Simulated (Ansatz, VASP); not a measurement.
Ir in VASP and in Ansatz

Contents of POSCAR:

```
Ir
1.0
    2.5528321554      0.0000000000      0.0000000000
    0.0000000000      2.5528321554      0.0000000000
    0.0000000000      0.0000000000      2.5528321554
Ir
1
Direct
    0.0000000000      0.0000000000      0.0000000000
```

File INCAR.step1:

```
  ALGO = Normal
  EDIFF = 1E-4
  ENCUT = 520
  GGA = PE
  ISMEAR = -1
  ISPIN = 2
  LASPH = True
  LCHARG = False
  LMAXMIX = 4
  LREAL = False
  LWAVE = True
  MAGMOM = 1
  NBANDS = 14
  NELM = 150
  PREC = Accurate
  SIGMA = 0.05
```

The input INCAR.step2:

```
  ALGO = Normal
  EDIFF = 1E-7
  ENCUT = 520
  ISIF = 2
  ISMEAR = -1
  ISPIN = 2
  ISTART = 1
  LASPH = True
  LCHARG = False
  LMAXMIX = 4
  LMIXTAU = True
  LORBIT = 11
  LREAL = False
  LWAVE = False
  MAGMOM = 1
  METAGGA = R2SCAN
  NBANDS = 14
  NELM = 150
  PREC = Accurate
  SIGMA = 0.05
```

KPOINTS

```
k-points
0
Gamma
  20 20 20
```

Input for Ansatz:

```yaml
crystal:
  lattice:
    - [2.5528325672, 0.0, 0.0]
    - [0.0, 2.5528325672, 0.0]
    - [0.0, 0.0, 2.5528325672]
  atoms:
    - { symbol: Ir, position: [0.0, 0.0, 0.0], spin: 1.0 }
hamiltonian:
  xc: r2scan
  pseudopotentials:
    kind: paw
    azcp:
      Ir: "pseudopotentials/Ir.paw.azcp"
basis:
  ecutwfc: 500
  fft_grid_basis: typed
kpoints:
  mp_grid: { grid: [20, 20, 20], shift: [0, 0, 0] }
magnetization:
  spin_polarized: true
scf:
  occupations: { method: fermi_dirac, width: 0.05 }
```

Alike in both runs: task single point; functional r2SCAN; k mesh 20 × 20 × 20; occupations fermi-dirac, width 0.05 eV; collinear spin.

```csv
,VASP,Ansatz
version,VASP 6.6.1,Ansatz 0.2.0
potentials or method,"VASP PAW PBE potentials, release 64 (Ir), cutoff 520 eV","plane waves (500 eV) with PAW, scalar-relativistic"
valence electrons in the cell,9,17
```

```tsv
	VASP	Ansatz	Ansatz less VASP
net moment per atom (μB)	0.00	0.00	0.000
```

VASP's potentials were made for PBE, not for r2SCAN. VASP's potentials hold 9 valence electrons a cell and Ansatz's 17, so a difference there can come from the potentials and not from the codes. Ansatz's warnings: seeded moment not kept, stability check not made.

Spin-orbit coupling is off throughout.
